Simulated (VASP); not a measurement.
Write the native input for VASP 6.6.1 that does the following.

| Item | Value |
| --- | --- |
| Task | single point |
| Functional | PBEsol |
| Potentials or basis | VASP PAW PBE potentials, release 64 (Pd, Si, C) |
| Cutoff | 520 eV |
| k mesh | 3 × 3 × 3 |
| Occupations | gaussian, width 0.05 eV |
| Spin | no spin polarisation |
| Hubbard terms | Pd d U = 2.0 eV |
| Dipole correction | no |
| Further INCAR settings | LREAL = Auto; ALGO = Normal; EDIFF = 1e-06; NBANDS = 49 |

The structure of Si7PdC8 lies in POSCAR:

```
Si7PdC8
1.0
    0.0000000000      4.3580000000      4.3580000000
    4.3580000000      0.0000000000      4.3580000000
    4.3580000000      4.3580000000      0.0000000000
Pd Si C
1 7 8
Direct
    0.9985120068      0.0014817106      0.0001348684
    0.9959776440      0.9993993439      0.5023713880
    0.9960239966      0.5039575895      0.9977614746
    0.9960195893      0.5039464916      0.5023744001
    0.5006153515      0.9994179348      0.9977393167
    0.5005922752      0.9994411165      0.5022896129
    0.5006409381      0.5039571230      0.9977444199
    0.4982886190      0.5017127018      0.5000509255
    0.1331292654      0.1365160330      0.1348897383
    0.1330554484      0.1364773051      0.5957024134
    0.1331867839      0.5970788001      0.1349118402
    0.1239869420      0.6264598039      0.6248269315
    0.5940531588      0.1364707605      0.1347536752
    0.6230374944      0.1274138327      0.6248083382
    0.6230746445      0.6264712122      0.1257393475
    0.6230697129      0.6264859288      0.6248020359
```

The input as run:

INCAR

```
ALGO = Normal ; EDIFF = 1E-6
ENCUT = 520 ; GGA = PS
ISIF = 2 ; ISMEAR = 0
LASPH = True ; LCHARG = False
LDAU = True ; LDAUJ = 0 0 0
LDAUL = 2 -1 -1 ; LDAUPRINT = 1
LDAUTYPE = 2 ; LDAUU = 2 0 0
LMAXMIX = 4 ; LREAL = Auto
LWAVE = False ; NBANDS = 49
NELM = 150 ; PREC = Accurate
SIGMA = 0.05
```

KPOINTS

```
k-points
0
Gamma
  3 3 3
```

Potentials or basis: VASP PAW PBE potentials, release 64 (Pd, Si, C).

The run is started by

```bash
$ cat potpaw_PBE.64/Pd/POTCAR potpaw_PBE.64/Si/POTCAR potpaw_PBE.64/C/POTCAR > POTCAR
$ mpirun -np 1 vasp_std > vasp.out
```

It gave:

The pressure is 6.9 GPa. The largest force is 0.307 eV/Å. The band gap on the k mesh is zero (bands 35 and 36 overlap by 0.33 eV).

Caveat: the k points lie up to 0.42 Å⁻¹ apart; the PAW data sets were made with another functional, which shifts forces and pressure a little; U without spin polarisation on a metal has little footing; the U is typed as a test and isn't derived for this compound.

It took 2.1 min on 1 thread of AMD EPYC 9R45 96-Core Processor (Zen 5) (shared host), peak memory 0.32 GiB.
